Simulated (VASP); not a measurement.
# CaO (Lime) (Fm-3m) in VASP: single point with PBE

Aim: the single point of CaO (Lime) with PBE.

Program: VASP 6.6.1. These are calculated values, not measurements. Logs are shortened: lines on timing, memory, paths and dates and some standing lists are left out, and cuts for length are marked.

## 1. The cell of the first run

The structure is cubic, space group Fm-3m (No. 225). Conventional cell: a = 4.813 Å, b = 4.813 Å, c = 4.813 Å, α = 90.00°, β = 90.00°, γ = 90.00°. Within 3.2 Å of Ca (site symmetry m-3m) lie 6 O at 2.41 Å. O (site symmetry m-3m) has 6 Ca at 2.41 Å within 3.2 Å.

## 2. Single point, PBE

The input, INCAR:

```
ALGO = Normal
EDIFF = 1E-6
ENCUT = 520
GGA = PE
ISIF = 2
ISMEAR = 0
LASPH = T
LCHARG = F
LREAL = F
LWAVE = F
NBANDS = 15
NELM = 60
PREC = Accurate
SIGMA = 0.01
```

The input, KPOINTS:

```
k-points
0
Gamma
  8 8 8
```

The input, POSCAR:

```
CaO
1.0
    0.0000000000      2.4065000000      2.4065000000
    2.4065000000      0.0000000000      2.4065000000
    2.4065000000      2.4065000000      0.0000000000
Ca O
1 1
Direct
    0.0000000000      0.0000000000      0.0000000000
    0.5000000000      0.5000000000      0.5000000000
```

Potentials or basis: VASP PAW PBE potentials, release 64 (Ca_sv, O).

Launch:

```bash
$ cat potpaw_PBE.64/Ca_sv/POTCAR potpaw_PBE.64/O/POTCAR > POTCAR
$ mpirun -np 1 vasp_std > vasp.out
```

OUTCAR:

```text
EDIFF = 1E-6
   ENCUT = 520
   GGA = PE
   ISIF = 2
   ISMEAR = 0
   LASPH = T
   LREAL = F
   NELM = 60
   PREC = Accurate

 ion  position               nearest neighbor table
   1  0.000  0.000  0.000-   2 2.41   2 2.41   2 2.41   2 2.41   2 2.41   2 2.41
   2  0.500  0.500  0.500-   1 2.41   1 2.41   1 2.41   1 2.41   1 2.41   1 2.41

  LATTYP: Found a face centered cubic cell.
 ALAT       =     4.8130000000

  Lattice vectors:

 A1 = (   0.0000000000,   2.4065000000,   2.4065000000)
 A2 = (   2.4065000000,   0.0000000000,   2.4065000000)
 A3 = (   2.4065000000,   2.4065000000,   0.0000000000)

Analysis of symmetry for initial positions (statically):
=====================================================================
 Subroutine PRICEL returns:
 Original cell was already a primitive cell.

 Routine SETGRP: Setting up the symmetry group for a
 face centered cubic supercell.

 Subroutine GETGRP returns: Found 48 space group operations
 (whereof 48 operations were pure point group operations)
 out of a pool of 48 trial point group operations.

The static configuration has the point symmetry O_h .

Analysis of symmetry for dynamics (positions and initial velocities):
=====================================================================
 Subroutine PRICEL returns:
 Original cell was already a primitive cell.

 Routine SETGRP: Setting up the symmetry group for a
 face centered cubic supercell.

 Subroutine GETGRP returns: Found 48 space group operations
 (whereof 48 operations were pure point group operations)
 out of a pool of 48 trial point group operations.

The dynamic configuration has the point symmetry O_h .

 Subroutine INISYM returns: Found 48 space group operations
 (whereof 48 operations are pure point group operations),
 and found     1 'primitive' translations

----------------------------------------------------------------------------------------

                                     Primitive cell

  volume of cell :      27.8732

  direct lattice vectors                    reciprocal lattice vectors
     0.000000000  2.406500000  2.406500000    -0.207770621  0.207770621  0.207770621
     2.406500000  0.000000000  2.406500000     0.207770621 -0.207770621  0.207770621
     2.406500000  2.406500000  0.000000000     0.207770621  0.207770621 -0.207770621

  length of vectors
     3.403304938  3.403304938  3.403304938     0.359869272  0.359869272  0.359869272

  position of ions in fractional coordinates (direct lattice)
     0.000000000  0.000000000  0.000000000
     0.500000000  0.500000000  0.500000000

  ion indices of the primitive-cell ions
   primitive index   ion index
                 1           1
                 2           2

----------------------------------------------------------------------------------------

 KPOINTS: k-points

Automatic generation of k-mesh.
 Grid dimensions read from file:
 generate k-points for:    8    8    8

 Generating k-lattice:

  Cartesian coordinates                     Fractional coordinates (reciprocal lattice)
    -0.025971328  0.025971328  0.025971328     0.125000000  0.000000000  0.000000000
     0.025971328 -0.025971328  0.025971328     0.000000000  0.125000000  0.000000000
     0.025971328  0.025971328 -0.025971328     0.000000000  0.000000000  0.125000000

  Length of vectors
     0.044983659  0.044983659  0.044983659

  Shift w.r.t. Gamma in fractional coordinates (k-lattice)
     0.000000000  0.000000000  0.000000000

 Subroutine IBZKPT returns following result:
 ===========================================

 Found     29 irreducible k-points:

 Following reciprocal coordinates:
            Coordinates               Weight
  0.000000  0.000000  0.000000      1.000000
  0.125000  0.000000  0.000000      8.000000
  0.250000  0.000000  0.000000      8.000000
  0.375000  0.000000  0.000000      8.000000
  0.500000  0.000000  0.000000      4.000000
  0.125000  0.125000  0.000000      6.000000
[... 16 lines left out ...]
  0.500000  0.250000  0.125000     48.000000
 -0.375000  0.250000  0.125000     24.000000
 [... further k-points ...]
   k-points           NKPTS =     29   k-points in BZ     NKDIM =     29   number of bands    NBANDS=     15
   number of dos      NEDOS =    301   number of ions     NIONS =      2
   total plane-waves  NPLWV =  21952
   dimension x,y,z NGX =    28 NGY =   28 NGZ =   28
   dimension x,y,z NGXF=    56 NGYF=   56 NGZF=   56
   ions per type =               1   1
   NGX,Y,Z   is equivalent  to a cutoff of  13.68, 13.68, 13.68 a.u.
   NGXF,Y,Z  is equivalent  to a cutoff of  27.36, 27.36, 27.36 a.u.
 SYSTEM =  unknown system
   PREC   = accura    normal or accurate (medium, high low for compatibility)
   ISTART =      0    job   : 0-new  1-cont  2-samecut
   ICHARG =      2    charge: 1-file 2-atom 10-const
   ISPIN  =      1    spin polarized calculation?
   LNONCOLLINEAR =      F non collinear calculations
   LSORBIT =      F    spin-orbit coupling
   LASPH  =      T    aspherical Exc in radial PAW
   ENCUT  =  520.0 eV  38.22 Ry    6.18 a.u.   6.33  6.33  6.33*2*pi/ulx,y,z
   NELM   =     60;   NELMIN=  2; NELMDL= -5     # of ELM steps
   EDIFF  = 0.1E-05   stopping-criterion for ELM
   LREAL  =      F    real-space projection
   EDIFFG = 0.1E-04   stopping-criterion for IOM
   NSW    =      0    number of steps for IOM
   IBRION =     -1    ionic relax: 0-MD 1-quasi-New 2-CG
   NFREE  =      0    steps in history (QN), initial steepest desc. (CG)
   ISIF   =      2    stress and relaxation
   ISYM   =      2    0-nonsym 1-usesym 2-fastsym
   POTIM  = 0.5000    time-step for ionic-motion
   TEBEG  =    0.0;   TEEND  =   0.0 temperature during run
   PSTRESS=    0.0 pullay stress
   NELECT =      16.0000    total number of electrons
   NUPDOWN=      -1.0000    fix difference up-down
   EMIN   =  10.00;   EMAX   =-10.00  energy-range for DOS
   EFERMI =   0.00;   METHOD = LEGACY
   ISMEAR =     0;   SIGMA  =   0.01  broadening in eV -4-tet -1-fermi 0-gaus
   EFERMI_NEDOS =   21; number of points for ismear=-14 and -15
   IALGO  =     38    algorithm
   IMIX   =      4    mixing-type and parameters
     AMIX     =   0.40;   BMIX     =  1.00
     AMIX_MAG =   1.60;   BMIX_MAG =  1.00
  volume/ion in A,a.u.               =      13.94        94.05
  Fermi-wavevector in a.u.,A,eV,Ry     =   1.360564  2.571093 25.186211  1.851134
  Thomas-Fermi vector in A             =   2.487215
   LORBIT       =      0    0 simple, 1 ext, 2 COOP (PROOUT), +10 PAW based schemes
   GGA     = PE    functional components
   LHFCALC =     F    Hartree Fock is set to
   AEXX    =    0.0000 exact exchange contribution
   IVDW    =     0    specifies the selected vdW correction
   LEPSILON=     F    determine dielectric tensor
   LRPA    =     F    only Hartree local field effects (RPA)
 non-spin polarized calculation
 Gauss-broadening in eV      SIGMA  =   0.01
  energy-cutoff  :      520.00
  volume of cell :       27.87
 maximum number of plane-waves:       763
 NGX is ok and might be reduce to    28
   NGX = 13   NGY = 13   NGZ = 13

 number of electron      15.9999998 magnetization

 Free energy of the ion-electron system (eV)
  ---------------------------------------------------
  ext. energy  EPLUGINS =         0.00000000
  ---------------------------------------------------
  free energy    TOTEN  =       -12.80274880 eV

  energy without entropy =      -12.80274880  energy(sigma->0) =      -12.80274880

 E-fermi :   2.5017     XC(G=0): -10.4553

 val. band max:        2.3268731688   @ k =   0.0000   0.0000   0.0000
 cond. band min:       5.9633142085   @ k =   0.5000   0.5000   0.0000
 fundamental gap:      3.6364410396
 Fermi energy:         2.5016517526

 k-point     1 :       0.0000    0.0000    0.0000
  band No.  band energies     occupation
      1     -35.3273      2.00000
      2     -16.0942      2.00000
      3     -16.0942      2.00000
      4     -16.0942      2.00000
      5     -13.1975      2.00000
      6       2.3269      2.00000
      7       2.3269      2.00000
      8       2.3269      2.00000
      9       7.0064      0.00000
     10       8.5419      0.00000
     11       8.5419      0.00000
     12       8.5419      0.00000
     13      10.0384      0.00000
     14      10.0384      0.00000
     15      17.3730      0.00000

 k-point     2 :       0.1250    0.0000    0.0000
  band No.  band energies     occupation
      1     -35.3126      2.00000
      2     -16.3010      2.00000
      3     -16.1020      2.00000
      4     -16.1020      2.00000
      5     -12.9798      2.00000
      6       1.7937      2.00000
      7       2.1178      2.00000
      8       2.1178      2.00000
      9       7.6892      0.00000
     10       8.5025      0.00000
     11       8.8047      0.00000
     12       8.8047      0.00000
     13      10.4033      0.00000
     14      10.4033      0.00000
     15      17.9445      0.00000

 k-point     3 :       0.2500    0.0000    0.0000
  band No.  band energies     occupation
      1     -35.2770      2.00000
      2     -16.7164      2.00000
      3     -16.1210      2.00000
      4     -16.1210      2.00000
      5     -12.5367      2.00000
      6       0.7974      2.00000
      7       1.6700      2.00000
      8       1.6700      2.00000
      9       8.5687      0.00000
     10       9.1470      0.00000
     11       9.4940      0.00000
     12       9.4940      0.00000
     13      11.2817      0.00000
     14      11.2817      0.00000
     15      18.2236      0.00000

 k-point     4 :       0.3750    0.0000    0.0000
  band No.  band energies     occupation
      1     -35.2411      2.00000
      2     -17.0613      2.00000
      3     -16.1397      2.00000
      4     -16.1397      2.00000
      5     -12.1609      2.00000
      6      -0.0033      2.00000
      7       1.2807      2.00000
      8       1.2807      2.00000
      9       9.0217      0.00000
     10      10.2897      0.00000
     11      10.2897      0.00000
     12      10.3756      0.00000
     13      12.2387      0.00000
     14      12.2387      0.00000
     15      17.0777      0.00000
[... 307 lines left out ...]
 k-point    22 :       0.3750    0.2500    0.1250
  band No.  band energies     occupation
      1     -35.2511      2.00000
      2     -16.7544      2.00000
      3     -16.2508      2.00000
      4     -16.1565      2.00000
      5     -12.4919      2.00000
      6       0.5155      2.00000
      7       1.5524      2.00000
      8       1.8127      2.00000
      9       7.6950      0.00000
     10       9.4003      0.00000
     11      10.1815      0.00000
     12      10.4966      0.00000
     13      11.2709      0.00000
     14      12.4613      0.00000
     15      18.6849      0.00000

 k-point    23 :       0.5000    0.2500    0.1250
  band No.  band energies     occupation
      1     -35.2226      2.00000
      2     -16.9055      2.00000
      3     -16.3147      2.00000
      4     -16.1930      2.00000
      5     -12.3484      2.00000
      6       0.3342      2.00000
      7       1.2630      2.00000
      8       1.4875      2.00000
      9       8.1945      0.00000
     10       9.7951      0.00000
     11      10.7695      0.00000
     12      10.8644      0.00000
     13      12.2126      0.00000
     14      13.3932      0.00000
     15      17.0558      0.00000

 k-point    24 :      -0.3750    0.2500    0.1250
  band No.  band energies     occupation
      1     -35.2107      2.00000
      2     -16.9666      2.00000
      3     -16.3297      2.00000
      4     -16.2179      2.00000
      5     -12.2932      2.00000
      6       0.2825      2.00000
      7       1.2028      2.00000
      8       1.2765      2.00000
      9       9.0590      0.00000
     10       9.1388      0.00000
     11      11.0586      0.00000
     12      11.2337      0.00000
     13      12.5012      0.00000
     14      14.2049      0.00000
     15      16.1049      0.00000

 [... further k-points ...]

------------------------ aborting loop because EDIFF is reached ----------------------------------------

  FORCE on cell =-STRESS in cart. coord.  units (eV):
  Direction    XX          YY          ZZ          XY          YZ          ZX
  --------------------------------------------------------------------------------------
  -------------------------------------------------------------------------------------
  Total        0.3062135      0.3062135      0.3062135      0.0000000      0.0000000      0.0000000
  in kB       17.6014026     17.6014026     17.6014026      0.0000000      0.0000000      0.0000000
  external PRESSURE =      17.6014026 kB  Pullay stress =       0.0000000 kB

 VOLUME and BASIS-vectors are now :
 -----------------------------------------------------------------------------
  energy-cutoff  :      520.00
  volume of cell :       27.87
      direct lattice vectors                 reciprocal lattice vectors
     0.000000000  2.406500000  2.406500000    -0.207770621  0.207770621  0.207770621
     2.406500000  0.000000000  2.406500000     0.207770621 -0.207770621  0.207770621
     2.406500000  2.406500000  0.000000000     0.207770621  0.207770621 -0.207770621

 POSITION                                       TOTAL-FORCE (eV/Angst)
 -----------------------------------------------------------------------------------
      0.00000      0.00000      0.00000         0.000000      0.000000      0.000000
      2.40650      2.40650      2.40650        -0.000000     -0.000000     -0.000000
 -----------------------------------------------------------------------------------
    total drift:                                0.000000      0.000000      0.000000

  FREE ENERGIE OF THE ION-ELECTRON SYSTEM (eV)
  ---------------------------------------------------
  free  energy   TOTEN  =       -12.8027487993 eV

  energy  without entropy=      -12.8027487993  energy(sigma->0) =      -12.80274880
```

Run time: 15 s. Hardware: 1 thread of AMD EPYC 7R13 (Zen 3), shared host; peak memory 0.13 GiB.

What came out:

```yaml
Free_energy: -12.8027 eV
Pressure: 1.8 GPa
Band_gap_on_the_k_mesh: 3.64 eV, indirect (least direct gap 4.01 eV)
```

Levels at points of the mesh, in eV from the valence-band top:
| k point | band 5 | band 6 | band 7 | band 8 | band 9 | band 10 | band 11 | band 12 |
| --- | --- | --- | --- | --- | --- | --- | --- | --- |
| (0.00, 0.00, 0.00) | -15.52 | 0.00 | 0.00 | 0.00 | 4.68 | 6.21 | 6.21 | 6.21 |
| (0.50, 0.00, 0.00) | -14.34 | -2.63 | -1.19 | -1.19 | 7.03 | 8.33 | 8.33 | 8.47 |
| (0.50, 0.50, 0.00) | -15.29 | -1.30 | -0.38 | -0.38 | 3.64 | 8.01 | 8.87 | 9.51 |

A k mesh can miss the band edges. As with any semilocal functional, this PBE gap is likely too small.
